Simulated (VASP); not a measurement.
A run of VASP 6.6.1 is set up as follows.

Contents of INCAR:

```
SYSTEM = WC
ALGO = Normal ; EDIFF = 1E-8
ENCUT = 520 ; GGA = CA
IBRION = 8 ; ISIF = 2
ISMEAR = -1 ; LASPH = .TRUE.
LCHARG = .FALSE. ; LREAL = .FALSE.
LWAVE = .FALSE. ; NBANDS = 16
NELM = 60 ; NSW = 1
PREC = Accurate ; SIGMA = 0.15
```

The input KPOINTS:

```
k-points
0
G
  18 18 14
  0 0 0
```

File POSCAR:

```
WC
1.0
    2.8846102092      0.0000000000      0.0000000000
   -1.4423051046      2.4981457212      0.0000000000
    0.0000000000      0.0000000000      2.8112693735
W C
1 1
Direct
    0.0000000000      0.0000000000      0.0000000000
    0.6666666667      0.3333333333      0.5000000000
```

Potentials or basis: VASP PAW LDA potentials, release 64 (W_sv, C).

Launch:

```console
$ cat potpaw_LDA.64/W_sv/POTCAR potpaw_LDA.64/C/POTCAR > POTCAR
$ mpirun -np 1 vasp_std > vasp.out
```

**Question.** Estimate the highest phonon frequency at Γ.

**Answer.** 635 cm⁻¹.

Phonon frequencies in cm⁻¹ (negative: imaginary):
| q point | frequencies |
| --- | --- |
| (0.000, 0.000, 0.000) | 0 0 0 606 635 635 |

Caveat: the cell stands under pressure or tension, which shifts response properties.
